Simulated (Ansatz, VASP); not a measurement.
## Au: VASP beside Ansatz

```
CELL_PARAMETERS angstrom
-1.65144 1.65144 1.65144
1.65144 -1.65144 1.65144
1.65144 1.65144 -1.65144
ATOMIC_POSITIONS crystal
Au 0.00000 0.00000 0.00000
```

Alike in both runs: functional PBE; k mesh 24 × 24 × 24; occupations gaussian, width 0.1 eV; no spin polarisation.

Ansatz relaxed the structure, and its values are those at the end. VASP's run is a single point on that final structure, the one shown.

```csv
,VASP,Ansatz
version,VASP 6.6.1,Ansatz 0.2.0
potentials or method,"VASP PAW PBE potentials, release 64 (Au), cutoff 520 eV","scalar-relativistic, plane waves, PAW"
valence electrons in the cell,11,19
```

Ansatz gave:

| Property | Result |
| --- | --- |
| gap on the k mesh at the Fermi level (eV) | none |
| pressure (GPa) | 0.0 |

Problem. What did VASP give for the same quantities?

Solution. gap on the k mesh at the Fermi level (eV): none; pressure (GPa): -0.2.

A gap of «none» marks a metal or a gap that the smearing closes. VASP's potentials hold 11 valence electrons a cell and Ansatz's 19, so a difference there can come from the potentials and not from the codes.

Neither program's run includes spin-orbit coupling.
